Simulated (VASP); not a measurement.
Input of a VASP 6.6.1 run:

The input INCAR:

```
PREC = Accurate
ENCUT = 500
EDIFF = 1E-6
ISMEAR = 0
SIGMA = 0.01
LREAL = F
LASPH = T
NELM = 120
ALGO = Normal
ISIF = 2
LWAVE = F
LCHARG = F
NBANDS = 12
GGA_COMPAT = F
```

The input KPOINTS:

```
Automatic mesh
0
Gamma
  16 16 16
```

File POSCAR:

```
Cr
1.0
   -1.3942485114      1.3942485114      1.3942485114
    1.3942485114     -1.3942485114      1.3942485114
    1.3942485114      1.3942485114     -1.3942485114
Cr
1
Direct
    0.0000000000      0.0000000000      0.0000000000
```

Potentials or basis: VASP PAW LDA potentials, release 64 (Cr_pv).

The run is started by

```sh
$ cat potpaw_LDA.64/Cr_pv/POTCAR > POTCAR
$ mpirun -np 1 vasp_std > vasp.out
```

Task: Estimate the pressure.

Result: 0.0 GPa.

Task: Predict the band gap on the k mesh.

Result: Zero (band 6 reaches 14.42 eV, above the bottom of band 7 at 10.72 eV).

Caveat: the run has no spin polarisation, though such a crystal can be magnetic. Spin polarisation is off, so any magnetic state and its effect on volume and gap are missing.
